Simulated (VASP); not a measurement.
# LiNbO3: single point with HSE06

The system is LiNbO3.

```
CELL_PARAMETERS angstrom
2.56624 1.48162 4.61517
-2.56624 1.48162 4.61517
0.00000 -2.96323 4.61517
ATOMIC_POSITIONS crystal
Li 0.30174 0.30174 0.30174
Li 0.80174 0.80174 0.80174
Nb 0.02014 0.02014 0.02014
Nb 0.52014 0.52014 0.52014
O 0.13083 0.37810 0.74039
O 0.74039 0.13083 0.37810
O 0.37810 0.74039 0.13083
O 0.24039 0.87810 0.63083
O 0.87810 0.63083 0.24039
O 0.63083 0.24039 0.87810
```

| Item | Value |
| --- | --- |
| Program | VASP 6.6.1 |
| Task | single point |
| Functional | HSE06 |
| Potentials or basis | VASP PAW PBE potentials, release 64 (Li_sv, Nb_sv, O) |
| Cutoff | 520 eV |
| k mesh | 3 × 3 × 3 |
| Occupations | gaussian, width 0.01 eV |
| Spin | no spin polarisation |
| Dipole correction | no |
| Grid for exact exchange (PRECFOCK) | Fast |
| Further INCAR settings | ALGO = Normal; EDIFF = 1e-06; NBANDS = 45 |
| Share of exact exchange | 0.25 |
| Screening parameter | 0.2079 1/Å |

```
Largest force          : 0.037 eV/Å
Band gap on the k mesh : 5.16 eV
```

Forces in eV/Å, atoms in the order of the input:
```
Li   0.000  0.000  0.002
Li   0.000  0.000  0.002
Nb   0.000  0.000 -0.037
Nb   0.000  0.000 -0.037
O    0.016  0.002  0.012
O   -0.009  0.013  0.012
O   -0.007 -0.015  0.012
O    0.007 -0.015  0.012
O   -0.016  0.002  0.012
O    0.009  0.013  0.012
```

Levels at points of the mesh, in eV from the valence-band top:
```tsv
k point	band 32	band 33	band 34	band 35	band 36	band 37
(0.00, 0.00, 0.00)	-0.55	0.00	0.00	5.16	5.16	5.67
```

Run time: 19 min on 2 MPI ranks on Intel(R) Xeon(R) Platinum 8375C CPU @ 2.90GHz (Ice Lake), on a shared host, peak memory 0.37 GiB a rank.

Caveat: the k points lie up to 0.49 Å⁻¹ apart; the PAW data sets were made with another functional, which shifts forces and pressure a little. A k mesh can miss the band edges.
